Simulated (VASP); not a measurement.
# Mg2ZnO3 (P-3m1) in VASP: single point with LDA+U

Aim: the single point of Mg2ZnO3 with LDA+U.

Program: VASP 6.6.1. These are calculated values, not measurements. Logs are shortened: lines on timing, memory, paths and dates and some standing lists are left out, and cuts for length are marked.

### 1 The cell of the first run

The structure is trigonal, space group P-3m1 (No. 164). The conventional cell has a = 3.033 Å, b = 3.033 Å, c = 7.403 Å, α = 90.00°, β = 90.00°, γ = 120.00°. Within 2.8 Å of Mg (site symmetry 3m) lie 6 O at 2.12 to 2.14 Å. Within 2.9 Å of Zn (site symmetry -3m) lie 6 O at 2.17 Å. O (site symmetry 3m) has 3 Mg at 2.12 Å and 3 Zn at 2.17 Å within 2.8 Å. Within 2.8 Å of O (site symmetry -3m) lie 6 Mg at 2.14 Å.

### 2 Single point, LDA+U

Contents of INCAR:

```
  ALGO = Normal
  EDIFF = 1E-6
  ENCUT = 520
  GGA = CA
  ISIF = 2
  ISMEAR = 0
  LASPH = True
  LCHARG = True
  LDAU = True
  LDAUJ = 0 0 0
  LDAUL = -1 2 -1
  LDAUPRINT = 1
  LDAUTYPE = 2
  LDAUU = 0 3 0
  LELF = True
  LREAL = False
  LVHAR = True
  LWAVE = False
  NBANDS = 26
  NELM = 150
  PREC = Accurate
  SIGMA = 0.01
```

Contents of KPOINTS:

```
k-points
0
Gamma
  8 8 3
```

Contents of POSCAR:

```
Mg2ZnO3
1.0
    3.0329985900      0.0000000000      0.0000000000
   -1.5164993000      2.6266538300      0.0000000000
    0.0000000000      0.0000000000      7.4033160000
Mg Zn O
2 1 3
Direct
    0.3333333291      0.6666666692      0.6657999996
    0.6666666709      0.3333333308      0.3342000004
    0.0000000000      0.0000000000      0.0000000000
    0.3333333291      0.6666666692      0.1726189994
    0.6666666709      0.3333333308      0.8273810006
    0.0000000000      0.0000000000      0.5000000000
```

Potentials or basis: VASP PAW LDA potentials, release 64 (Mg, Zn, O).

On the command line:

```
$ cat potpaw_LDA.64/Mg/POTCAR potpaw_LDA.64/Zn/POTCAR potpaw_LDA.64/O/POTCAR > POTCAR
$ mpirun -np 1 vasp_std > vasp.out
```

OUTCAR:

```text
EDIFF = 1E-6
   ENCUT = 520
   GGA = CA
   ISIF = 2
   ISMEAR = 0
   LASPH = True
   LREAL = False
   NELM = 150
   PREC = Accurate

 ion  position               nearest neighbor table
   1  0.333  0.667  0.666-   5 2.12   5 2.12   5 2.12   6 2.14   6 2.14   6 2.14   2 3.02   2 3.02
                             2 3.02   3 3.03   3 3.03   3 3.03
   2  0.667  0.333  0.334-   4 2.12   4 2.12   4 2.12   6 2.14   6 2.14   6 2.14   1 3.02   1 3.02
                             1 3.02   3 3.03   3 3.03   3 3.03
   3  0.000  0.000  0.000-   4 2.17   5 2.17   4 2.17   5 2.17   5 2.17   4 2.17   1 3.03   2 3.03
                             1 3.03   2 3.03   1 3.03   2 3.03
   4  0.333  0.667  0.173-   2 2.12   2 2.12   2 2.12   3 2.17   3 2.17   3 2.17
   5  0.667  0.333  0.827-   1 2.12   1 2.12   1 2.12   3 2.17   3 2.17   3 2.17
   6  0.000  0.000  0.500-   1 2.14   2 2.14   1 2.14   2 2.14   2 2.14   1 2.14

  LATTYP: Found a hexagonal cell.
 ALAT       =     3.0329985900
 C/A-ratio  =     2.4409229943

  Lattice vectors:

 A1 = (   3.0329985900,   0.0000000000,   0.0000000000)
 A2 = (  -1.5164993000,   2.6266538300,   0.0000000000)
 A3 = (   0.0000000000,   0.0000000000,   7.4033160000)

Analysis of symmetry for initial positions (statically):
=====================================================================
 Subroutine PRICEL returns:
 Original cell was already a primitive cell.

 Routine SETGRP: Setting up the symmetry group for a
 hexagonal supercell.

 Subroutine GETGRP returns: Found 12 space group operations
 (whereof 12 operations were pure point group operations)
 out of a pool of 24 trial point group operations.

The static configuration has the point symmetry D_3d.

Analysis of symmetry for dynamics (positions and initial velocities):
=====================================================================
 Subroutine PRICEL returns:
 Original cell was already a primitive cell.

 Routine SETGRP: Setting up the symmetry group for a
 hexagonal supercell.

 Subroutine GETGRP returns: Found 12 space group operations
 (whereof 12 operations were pure point group operations)
 out of a pool of 24 trial point group operations.

The dynamic configuration has the point symmetry D_3d.

 Subroutine INISYM returns: Found 12 space group operations
 (whereof 12 operations are pure point group operations),
 and found     1 'primitive' translations

----------------------------------------------------------------------------------------

                                     Primitive cell

  volume of cell :      58.9795

  direct lattice vectors                    reciprocal lattice vectors
     3.032998590  0.000000000  0.000000000     0.329706714  0.190356261  0.000000000
    -1.516499300  2.626653830  0.000000000     0.000000000  0.380712520  0.000000000
     0.000000000  0.000000000  7.403316000     0.000000000  0.000000000  0.135074607

  length of vectors
     3.032998590  3.032998594  7.403316000     0.380712521  0.380712520  0.135074607

  position of ions in fractional coordinates (direct lattice)
     0.333333329  0.666666669  0.665800000
     0.666666671  0.333333331  0.334200000
     0.000000000  0.000000000  0.000000000
     0.333333329  0.666666669  0.172618999
     0.666666671  0.333333331  0.827381001
     0.000000000  0.000000000  0.500000000

  ion indices of the primitive-cell ions
   primitive index   ion index
                 1           1
                 2           2
                 3           3
                 4           4
                 5           5
                 6           6
[... 55 lines left out ...]
   total plane-waves  NPLWV =  32256
   dimension x,y,z NGX =    24 NGY =   24 NGZ =   56
   dimension x,y,z NGXF=    48 NGYF=   48 NGZF=  112
   ions per type =               2   1   3
   NGX,Y,Z   is equivalent  to a cutoff of  13.15, 13.15, 12.58 a.u.
   NGXF,Y,Z  is equivalent  to a cutoff of  26.31, 26.31, 25.15 a.u.
 SYSTEM =  unknown system
   PREC   = accura    normal or accurate (medium, high low for compatibility)
   ISTART =      0    job   : 0-new  1-cont  2-samecut
   ICHARG =      2    charge: 1-file 2-atom 10-const
   ISPIN  =      1    spin polarized calculation?
   LNONCOLLINEAR =      F non collinear calculations
   LSORBIT =      F    spin-orbit coupling
   LASPH  =      T    aspherical Exc in radial PAW
   ENCUT  =  520.0 eV  38.22 Ry    6.18 a.u.   5.64  5.64 13.77*2*pi/ulx,y,z
   NELM   =    150;   NELMIN=  2; NELMDL= -5     # of ELM steps
   EDIFF  = 0.1E-05   stopping-criterion for ELM
   LREAL  =      F    real-space projection
   EDIFFG = 0.1E-04   stopping-criterion for IOM
   NSW    =      0    number of steps for IOM
   IBRION =     -1    ionic relax: 0-MD 1-quasi-New 2-CG
   NFREE  =      0    steps in history (QN), initial steepest desc. (CG)
   ISIF   =      2    stress and relaxation
   ISYM   =      2    0-nonsym 1-usesym 2-fastsym
   POTIM  = 0.5000    time-step for ionic-motion
   TEBEG  =    0.0;   TEEND  =   0.0 temperature during run
   PSTRESS=    0.0 pullay stress
   NELECT =      34.0000    total number of electrons
   NUPDOWN=      -1.0000    fix difference up-down
   EMIN   =  10.00;   EMAX   =-10.00  energy-range for DOS
   EFERMI =   0.00;   METHOD = LEGACY
   ISMEAR =     0;   SIGMA  =   0.01  broadening in eV -4-tet -1-fermi 0-gaus
   EFERMI_NEDOS =   21; number of points for ismear=-14 and -15
   IALGO  =     38    algorithm
   IMIX   =      4    mixing-type and parameters
     AMIX     =   0.40;   BMIX     =  1.00
     AMIX_MAG =   1.60;   BMIX_MAG =  1.00
  volume/ion in A,a.u.               =       9.83        66.34
  Fermi-wavevector in a.u.,A,eV,Ry     =   1.362492  2.574737 25.257651  1.856385
  Thomas-Fermi vector in A             =   2.488977
   LORBIT       =      0    0 simple, 1 ext, 2 COOP (PROOUT), +10 PAW based schemes
 LDA+U is selected, type is set to LDAUTYPE =  2
   angular momentum for each species LDAUL =    -1    2   -1
   U (eV)           for each species LDAUU =   0.0  3.0  0.0
   J (eV)           for each species LDAUJ =   0.0  0.0  0.0
   GGA     = CA    functional components
   LHFCALC =     F    Hartree Fock is set to
   AEXX    =    0.0000 exact exchange contribution
   IVDW    =     0    specifies the selected vdW correction
   LEPSILON=     F    determine dielectric tensor
   LRPA    =     F    only Hartree local field effects (RPA)
 non-spin polarized calculation
 Gauss-broadening in eV      SIGMA  =   0.01
  energy-cutoff  :      520.00
  volume of cell :       58.98
 maximum number of plane-waves:      1606
 NGX is ok and might be reduce to    24
   NGX = 11   NGY = 11   NGZ = 27

atom =   3  type =  2  l = 2

 onsite density matrix

spin component  1

  0.9951 -0.0000  0.0000 -0.0145 -0.0000
 -0.0000  1.0066 -0.0000 -0.0000 -0.0145
  0.0000 -0.0000  0.9855 -0.0000  0.0000
 -0.0145 -0.0000 -0.0000  1.0066  0.0000
 -0.0000 -0.0145  0.0000  0.0000  0.9951

spin component  2

  0.9951 -0.0000  0.0000 -0.0145 -0.0000
 -0.0000  1.0066 -0.0000 -0.0000 -0.0145
  0.0000 -0.0000  0.9855 -0.0000  0.0000
 -0.0145 -0.0000 -0.0000  1.0066  0.0000
 -0.0000 -0.0145  0.0000  0.0000  0.9951

 occupancies and eigenvectors

  o =  0.9853  v =  0.6598  0.3389 -0.0000  0.4483  0.4988  0.0000  0.0000  0.0000  0.0000  0.0000      0.0000  0.0000  0.0000  0.0000  0.0000  0.0000  0.0000  0.0000  0.0000  0.0000
  o =  0.9853  v =  0.0000  0.0000  0.0000  0.0000  0.0000  0.6598  0.3389 -0.0000  0.4483  0.4988      0.0000  0.0000  0.0000  0.0000  0.0000  0.0000  0.0000  0.0000  0.0000  0.0000
  o =  0.9853  v =  0.4988 -0.4483 -0.0000  0.3389 -0.6598  0.0000  0.0000  0.0000  0.0000  0.0000      0.0000  0.0000  0.0000  0.0000  0.0000  0.0000  0.0000  0.0000  0.0000  0.0000
  o =  0.9853  v =  0.0000  0.0000  0.0000  0.0000  0.0000  0.4988 -0.4483 -0.0000  0.3389 -0.6598      0.0000  0.0000  0.0000  0.0000  0.0000  0.0000  0.0000  0.0000  0.0000  0.0000
  o =  0.9855  v =  0.0000  0.0000  1.0000  0.0000  0.0000  0.0000  0.0000  0.0000  0.0000  0.0000      0.0000  0.0000  0.0000  0.0000  0.0000  0.0000  0.0000  0.0000  0.0000  0.0000
  o =  0.9855  v =  0.0000  0.0000  0.0000  0.0000  0.0000  0.0000  0.0000  1.0000  0.0000  0.0000      0.0000  0.0000  0.0000  0.0000  0.0000  0.0000  0.0000  0.0000  0.0000  0.0000
  o =  1.0164  v =  0.0000  0.0000  0.0000  0.0000  0.0000 -0.4483  0.4988 -0.0000  0.6598 -0.3389      0.0000  0.0000  0.0000  0.0000  0.0000  0.0000  0.0000  0.0000  0.0000  0.0000
  o =  1.0164  v = -0.4483  0.4988 -0.0000  0.6598 -0.3389  0.0000  0.0000  0.0000  0.0000  0.0000      0.0000  0.0000  0.0000  0.0000  0.0000  0.0000  0.0000  0.0000  0.0000  0.0000
  o =  1.0164  v =  0.0000  0.0000  0.0000  0.0000  0.0000  0.3389  0.6598  0.0000 -0.4988 -0.4483      0.0000  0.0000  0.0000  0.0000  0.0000  0.0000  0.0000  0.0000  0.0000  0.0000
  o =  1.0164  v =  0.3389  0.6598  0.0000 -0.4988 -0.4483  0.0000  0.0000  0.0000  0.0000  0.0000      0.0000  0.0000  0.0000  0.0000  0.0000  0.0000  0.0000  0.0000  0.0000  0.0000

 number of electron      34.0000021 magnetization

 Free energy of the ion-electron system (eV)
  ---------------------------------------------------
  ext. energy  EPLUGINS =         0.00000000
  ---------------------------------------------------
  free energy    TOTEN  =       -37.08988202 eV

  energy without entropy =      -37.08988202  energy(sigma->0) =      -37.08988202

 E-fermi :   2.3653     XC(G=0): -11.8230

 val. band max:        2.3033259092   @ k =   0.0000   0.0000   0.3333
 cond. band min:       5.3236684329   @ k =   0.0000   0.0000   0.0000
 fundamental gap:      3.0203425237
 Fermi energy:         2.3652564359

 k-point     1 :       0.0000    0.0000    0.0000
  band No.  band energies     occupation
      1     -14.8174      2.00000
      2     -13.9671      2.00000
      3     -13.7561      2.00000
      4      -3.8115      2.00000
      5      -3.5136      2.00000
      6      -3.5136      2.00000
[... 685 lines left out ...]
     25      14.3919      0.00000
     26      15.0172      0.00000

 [... further k-points ...]
[... 5 lines left out ...]
  --------------------------------------------------------------------------------------
  -------------------------------------------------------------------------------------
  Total       -5.3852554     -5.3852554     -5.4494601      0.0000000      0.0000000      0.0000000
  in kB     -146.2903082   -146.2903083   -148.0344261      0.0000003      0.0000000      0.0000000
  external PRESSURE =    -146.8716809 kB  Pullay stress =       0.0000000 kB

 VOLUME and BASIS-vectors are now :
 -----------------------------------------------------------------------------
  energy-cutoff  :      520.00
  volume of cell :       58.98
      direct lattice vectors                 reciprocal lattice vectors
     3.032998590  0.000000000  0.000000000     0.329706714  0.190356261  0.000000000
    -1.516499300  2.626653830  0.000000000     0.000000000  0.380712520  0.000000000
     0.000000000  0.000000000  7.403316000     0.000000000  0.000000000  0.135074607

 POSITION                                       TOTAL-FORCE (eV/Angst)
 -----------------------------------------------------------------------------------
     -0.00000      1.75110      4.92913         0.000000      0.000000      0.043104
      1.51650      0.87555      2.47419         0.000000     -0.000000     -0.043104
      0.00000      0.00000      0.00000         0.000000      0.000000      0.000000
     -0.00000      1.75110      1.27795         0.000000      0.000000     -0.368159
      1.51650      0.87555      6.12536        -0.000000      0.000000      0.368159
      0.00000      0.00000      3.70166         0.000000      0.000000      0.000000
 -----------------------------------------------------------------------------------
    total drift:                                0.000000      0.000000      0.000000

  FREE ENERGIE OF THE ION-ELECTRON SYSTEM (eV)
  ---------------------------------------------------
  free  energy   TOTEN  =       -37.0898820202 eV

  energy  without entropy=      -37.0898820202  energy(sigma->0) =      -37.08988202
```

Wall time 28 s (1 thread of AMD EPYC 9R45 (Zen 5), shared host); peak memory 0.14 GiB.

What came out:

* Free energy: -37.0899 eV
* Pressure: -14.7 GPa
* Largest force: 0.368 eV/Å
* Band gap on the k mesh: 3.02 eV, indirect (least direct gap 3.12 eV)

Forces on the atoms (eV/Å):
```
Mg   0.000  0.000  0.043
Mg   0.000  0.000 -0.043
Zn   0.000  0.000  0.000
O    0.000  0.000 -0.368
O    0.000  0.000  0.368
O    0.000  0.000  0.000
```

Eigenvalues of the final occupation matrices:
```tsv
site	spin	trace	eigenvalues
site 3 d	1	4.99	0.99 0.99 0.99 1.02 1.02
site 3 d	2	4.99	0.99 0.99 0.99 1.02 1.02
```

A k mesh can miss the band edges.
